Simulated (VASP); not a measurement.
# SnO2 (Pnnm) in VASP: a series of runs, part 2 of 2

VASP 6.6.1. The steps go on from the part before.

### 3 Single point, LDA

File INCAR:

```
PREC = Accurate
ENCUT = 520
EDIFF = 1E-6
ISMEAR = 0
SIGMA = 0.05
LREAL = False
LASPH = True
NELM = 60
ALGO = Normal
ISIF = 2
LWAVE = False
LCHARG = True
LELF = True
LVHAR = True
NBANDS = 35
```

File KPOINTS:

```
regular mesh
0
Gamma
  6 6 8
```

File POSCAR:

```
SnO2
1.0
    4.8626975673      0.0000000000      0.0000000000
    0.0000000000      4.8632134832      0.0000000000
    0.0000000000      0.0000000000      3.2851359508
Sn O
2 4
Direct
    0.5000000000      0.5000000000      0.5000000000
    0.0000000000      0.0000000000      0.0000000000
    0.3059920358      0.3234744991      0.0000000000
    0.8059920358      0.1765255009      0.5000000000
    0.1940079642      0.8234744991      0.5000000000
    0.6940079642      0.6765255009      0.0000000000
```

Potentials or basis: VASP PAW LDA potentials, release 64 (Sn_d, O).

Launch:

```bash
$ cat potpaw_LDA.64/Sn_d/POTCAR potpaw_LDA.64/O/POTCAR > POTCAR
$ mpirun -np 1 vasp_std > vasp.out
```

OUTCAR:

```text
PREC = Accurate
   ENCUT = 520
   EDIFF = 1E-6
   ISMEAR = 0
   LREAL = False
   LASPH = True
   NELM = 60
   ISIF = 2

 ion  position               nearest neighbor table
   1  0.500  0.500  0.500-   3 2.08   6 2.08   3 2.08   6 2.08   5 2.17   4 2.17
   2  0.000  0.000  0.000-   4 2.08   5 2.08   4 2.08   5 2.08   3 2.17   6 2.17
   3  0.306  0.323  0.000-   1 2.08   1 2.08   2 2.17
   4  0.806  0.177  0.500-   2 2.08   2 2.08   1 2.17
   5  0.194  0.823  0.500-   2 2.08   2 2.08   1 2.17
   6  0.694  0.677  0.000-   1 2.08   1 2.08   2 2.17

  LATTYP: Found a simple orthorhombic cell.
 ALAT       =     3.2851359508
 B/A-ratio  =     1.4802119730
 C/A-ratio  =     1.4803690185

  Lattice vectors:

 A1 = (   0.0000000000,   0.0000000000,   3.2851359508)
 A2 = (   4.8626975673,   0.0000000000,   0.0000000000)
 A3 = (   0.0000000000,   4.8632134832,   0.0000000000)

Analysis of symmetry for initial positions (statically):
=====================================================================
 Subroutine PRICEL returns:
 Original cell was already a primitive cell.

 Routine SETGRP: Setting up the symmetry group for a
 simple orthorhombic supercell.

 Subroutine GETGRP returns: Found  8 space group operations
 (whereof  4 operations were pure point group operations)
 out of a pool of  8 trial point group operations.

The static configuration has the point symmetry C_2h.
 The point group associated with its full space group is D_2h.

Analysis of symmetry for dynamics (positions and initial velocities):
=====================================================================
 Subroutine PRICEL returns:
 Original cell was already a primitive cell.

 Routine SETGRP: Setting up the symmetry group for a
 simple orthorhombic supercell.

 Subroutine GETGRP returns: Found  8 space group operations
 (whereof  4 operations were pure point group operations)
 out of a pool of  8 trial point group operations.

The dynamic configuration has the point symmetry C_2h.
 The point group associated with its full space group is D_2h.

 Subroutine INISYM returns: Found  8 space group operations
 (whereof  4 operations are pure point group operations),
 and found     1 'primitive' translations

----------------------------------------------------------------------------------------

                                     Primitive cell

  volume of cell :      77.6880

  direct lattice vectors                    reciprocal lattice vectors
     4.862697567  0.000000000  0.000000000     0.205647171  0.000000000  0.000000000
     0.000000000  4.863213483  0.000000000     0.000000000  0.205625355  0.000000000
     0.000000000  0.000000000  3.285135951     0.000000000  0.000000000  0.304401405

  length of vectors
     4.862697567  4.863213483  3.285135951     0.205647171  0.205625355  0.304401405

  position of ions in fractional coordinates (direct lattice)
     0.500000000  0.500000000  0.500000000
     0.000000000  0.000000000  0.000000000
     0.305992036  0.323474499  0.000000000
     0.805992036  0.176525501  0.500000000
     0.194007964  0.823474499  0.500000000
     0.694007964  0.676525501  0.000000000

  ion indices of the primitive-cell ions
   primitive index   ion index
                 1           1
                 2           2
                 3           3
[... 26 lines left out ...]
 ===========================================

 Found     80 irreducible k-points:

 Following reciprocal coordinates:
            Coordinates               Weight
  0.000000  0.000000  0.000000      1.000000
  0.166667  0.000000  0.000000      2.000000
  0.333333  0.000000  0.000000      2.000000
  0.500000  0.000000  0.000000      1.000000
  0.000000  0.166667  0.000000      2.000000
  0.166667  0.166667  0.000000      4.000000
[... 16 lines left out ...]
  0.333333  0.166667  0.125000      8.000000
  0.500000  0.166667  0.125000      4.000000
 [... further k-points ...]
   k-points           NKPTS =     80   k-points in BZ     NKDIM =     80   number of bands    NBANDS=     35
   number of dos      NEDOS =    301   number of ions     NIONS =      6
   total plane-waves  NPLWV =  31104
   dimension x,y,z NGX =    36 NGY =   36 NGZ =   24
   dimension x,y,z NGXF=    72 NGYF=   72 NGZF=   48
   ions per type =               2   4
   NGX,Y,Z   is equivalent  to a cutoff of  12.31, 12.31, 12.15 a.u.
   NGXF,Y,Z  is equivalent  to a cutoff of  24.62, 24.61, 24.29 a.u.
 SYSTEM =  unknown system
   PREC   = accura    normal or accurate (medium, high low for compatibility)
   ISTART =      0    job   : 0-new  1-cont  2-samecut
   ICHARG =      2    charge: 1-file 2-atom 10-const
   ISPIN  =      1    spin polarized calculation?
   LNONCOLLINEAR =      F non collinear calculations
   LSORBIT =      F    spin-orbit coupling
   LASPH  =      T    aspherical Exc in radial PAW
   ENCUT  =  520.0 eV  38.22 Ry    6.18 a.u.   9.04  9.04  6.11*2*pi/ulx,y,z
   NELM   =     60;   NELMIN=  2; NELMDL= -5     # of ELM steps
   EDIFF  = 0.1E-05   stopping-criterion for ELM
   LREAL  =      F    real-space projection
   EDIFFG = 0.1E-04   stopping-criterion for IOM
   NSW    =      0    number of steps for IOM
   IBRION =     -1    ionic relax: 0-MD 1-quasi-New 2-CG
   NFREE  =      0    steps in history (QN), initial steepest desc. (CG)
   ISIF   =      2    stress and relaxation
   ISYM   =      2    0-nonsym 1-usesym 2-fastsym
   POTIM  = 0.5000    time-step for ionic-motion
   TEBEG  =    0.0;   TEEND  =   0.0 temperature during run
   PSTRESS=    0.0 pullay stress
   NELECT =      52.0000    total number of electrons
   NUPDOWN=      -1.0000    fix difference up-down
   EMIN   =  10.00;   EMAX   =-10.00  energy-range for DOS
   EFERMI =   0.00;   METHOD = LEGACY
   ISMEAR =     0;   SIGMA  =   0.05  broadening in eV -4-tet -1-fermi 0-gaus
   EFERMI_NEDOS =   21; number of points for ismear=-14 and -15
   IALGO  =     38    algorithm
   IMIX   =      4    mixing-type and parameters
     AMIX     =   0.40;   BMIX     =  1.00
     AMIX_MAG =   1.60;   BMIX_MAG =  1.00
  volume/ion in A,a.u.               =      12.95        87.38
  Fermi-wavevector in a.u.,A,eV,Ry     =   1.432049  2.706181 27.902354  2.050765
  Thomas-Fermi vector in A             =   2.551719
   LORBIT       =      0    0 simple, 1 ext, 2 COOP (PROOUT), +10 PAW based schemes
   GGA     = CA    functional components
   LHFCALC =     F    Hartree Fock is set to
   AEXX    =    0.0000 exact exchange contribution
   IVDW    =     0    specifies the selected vdW correction
   LEPSILON=     F    determine dielectric tensor
   LRPA    =     F    only Hartree local field effects (RPA)
 non-spin polarized calculation
 Gauss-broadening in eV      SIGMA  =   0.05
  energy-cutoff  :      520.00
  volume of cell :       77.69
 maximum number of plane-waves:      2116
   NGX = 19   NGY = 19   NGZ = 13

 number of electron      51.9999985 magnetization

 Free energy of the ion-electron system (eV)
  ---------------------------------------------------
  ext. energy  EPLUGINS =         0.00000000
  ---------------------------------------------------
  free energy    TOTEN  =       -41.90897807 eV

  energy without entropy =      -41.90897807  energy(sigma->0) =      -41.90897807

 E-fermi :   5.0848     XC(G=0): -11.3622

 val. band max:        4.8630725524   @ k =   0.0000   0.0000   0.0000
 cond. band min:       5.3096439594   @ k =   0.0000   0.0000   0.0000
 fundamental gap:      0.4465714070
 Fermi energy:         5.0848357501

 k-point     1 :       0.0000    0.0000    0.0000
  band No.  band energies     occupation
      1     -15.9578      2.00000
      2     -15.4383      2.00000
      3     -15.1893      2.00000
      4     -15.1872      2.00000
      5     -15.1865      2.00000
      6     -15.0938      2.00000
[... 901 lines left out ...]
     34      16.4223      0.00000
     35      16.7813      0.00000

 [... further k-points ...]
[... 5 lines left out ...]
  --------------------------------------------------------------------------------------
  -------------------------------------------------------------------------------------
  Total       -5.3870895     -5.5545807     -7.4201869     -0.0000000      0.0000000      0.0000000
  in kB     -111.0991749   -114.5533837   -153.0282064     -0.0000000      0.0000000      0.0000000
  external PRESSURE =    -126.2269217 kB  Pullay stress =       0.0000000 kB

 VOLUME and BASIS-vectors are now :
 -----------------------------------------------------------------------------
  energy-cutoff  :      520.00
  volume of cell :       77.69
      direct lattice vectors                 reciprocal lattice vectors
     4.862697567  0.000000000  0.000000000     0.205647171  0.000000000  0.000000000
     0.000000000  4.863213483  0.000000000     0.000000000  0.205625355  0.000000000
     0.000000000  0.000000000  3.285135951     0.000000000  0.000000000  0.304401405

 POSITION                                       TOTAL-FORCE (eV/Angst)
 -----------------------------------------------------------------------------------
      2.43135      2.43161      1.64257         0.000000      0.000000      0.000000
      0.00000      0.00000      0.00000         0.000000      0.000000      0.000000
      1.48795      1.57313      0.00000        -0.537297     -0.624078      0.000000
      3.91930      0.85848      1.64257        -0.537297      0.624078      0.000000
      0.94340      4.00473      1.64257         0.537297     -0.624078      0.000000
      3.37475      3.29009      0.00000         0.537297      0.624078     -0.000000
 -----------------------------------------------------------------------------------
    total drift:                                0.000000      0.000000      0.000000

  FREE ENERGIE OF THE ION-ELECTRON SYSTEM (eV)
  ---------------------------------------------------
  free  energy   TOTEN  =       -41.9089780692 eV

  energy  without entropy=      -41.9089780692  energy(sigma->0) =      -41.90897807
```

stdout:

```text
POSCAR found type information on POSCAR SnO
 POSCAR found :  2 types and       6 ions
 scaLAPACK will be used
 LDA part: xc-table for (Slater(with rela. corr.)+CA(PZ))
 , standard interpolation
 POSCAR, INCAR and KPOINTS ok, starting setup
 FFT: planning ... GRIDC
 FFT: planning ... GRID_SOFT
 FFT: planning ... GRID
 WAVECAR not read
 entering main loop
```

Run time: 92 s. Hardware: 1 thread of Intel Xeon Platinum 8488C (Sapphire Rapids), shared host; peak memory 0.27 GiB.

What came out:

- Free energy: -41.9090 eV
- Pressure: -12.6 GPa
- Largest force: 0.824 eV/Å
- Band gap on the k mesh: 0.45 eV, direct

Forces in eV/Å, atoms in the order of the input:
```
Sn   0.000  0.000  0.000
Sn   0.000  0.000  0.000
O   -0.537 -0.624  0.000
O   -0.537  0.624  0.000
O    0.537 -0.624  0.000
O    0.537  0.624  0.000
```

Caveat: spin-orbit coupling is left out, which moves the levels of the heavy elements. LDA gaps usually lie below the measured ones, often by a third to a half.

### 4 Single point, LDA

This run uses another cell than the first one, of 12.39 Å³/atom, 0.957 times its volume.

File INCAR:

```
PREC = Accurate
ENCUT = 600
EDIFF = 1E-6
ISMEAR = 0
SIGMA = 0.05
LREAL = False
LASPH = True
NELM = 120
ALGO = Normal
ISIF = 2
LWAVE = False
LCHARG = False
NBANDS = 35
GGA_COMPAT = False
```

KPOINTS is that of step 3.

File POSCAR:

```
SnO2
1.0
    4.7924604755      0.0000000000      0.0000000000
    0.0000000000      4.7929689394      0.0000000000
    0.0000000000      0.0000000000      3.2376852524
Sn O
2 4
Direct
    0.5000000000      0.5000000000      0.5000000000
    0.0000000000      0.0000000000      0.0000000000
    0.3059920358      0.2715746941      0.0000000000
    0.8059920358      0.2284253059      0.5000000000
    0.1940079642      0.7715746941      0.5000000000
    0.6940079642      0.7284253059      0.0000000000
```

Launch:

```bash
$ cat potpaw_LDA.64/Sn_d/POTCAR potpaw_LDA.64/O/POTCAR > POTCAR
$ mpirun -np 1 vasp_std > vasp.out
```

Wall time 7.2 min (1 thread of Intel Xeon 8259CL, shared host); peak memory 0.31 GiB.

Results (log left out):

```
Free energy            : -41.6152 eV
Pressure               : -7.7 GPa
Largest force          : 2.291 eV/Å
Band gap on the k mesh : 0.66 eV, indirect (least direct gap 0.71 eV)
```

Forces on the atoms (eV/Å):
```
Sn   0.000  0.000  0.000
Sn   0.000  0.000  0.000
O    1.530  1.706  0.000
O    1.530 -1.706  0.000
O   -1.530  1.706  0.000
O   -1.530 -1.706  0.000
```

Stress tensor (GPa, compression positive):
```
 -3.14   0.00   0.00
  0.00  -8.67   0.00
  0.00   0.00 -11.16
```

Levels at points of the mesh, in eV from the valence-band top:
```tsv
k point	band 24	band 25	band 26	band 27	band 28	band 29
(0.00, 0.00, 0.00)	-0.65	-0.57	-0.05	0.66	5.84	5.84
(0.50, 0.00, 0.00)	-1.09	-0.45	-0.45	4.07	4.07	7.28
(0.00, 0.50, 0.00)	-1.08	-0.33	-0.33	3.91	3.91	6.75
(0.50, 0.50, 0.00)	-1.26	-0.70	-0.70	4.74	4.74	7.26
(0.00, 0.00, 0.50)	-1.53	-0.99	-0.99	5.36	5.36	8.70
(0.50, 0.00, 0.50)	-1.05	-0.45	-0.45	5.60	5.60	7.11
(0.00, 0.50, 0.50)	-0.78	-0.75	-0.75	5.71	5.71	7.20
(0.50, 0.50, 0.50)	-0.63	-0.60	-0.60	3.51	3.51	9.09
```

Caveat: spin-orbit coupling is left out, which moves the levels of the heavy elements; forces of over 1 eV/Å act on the atoms, so gaps and moduli don't describe the material at rest. A hybrid or GW would open this gap; LDA tends to underestimate it.
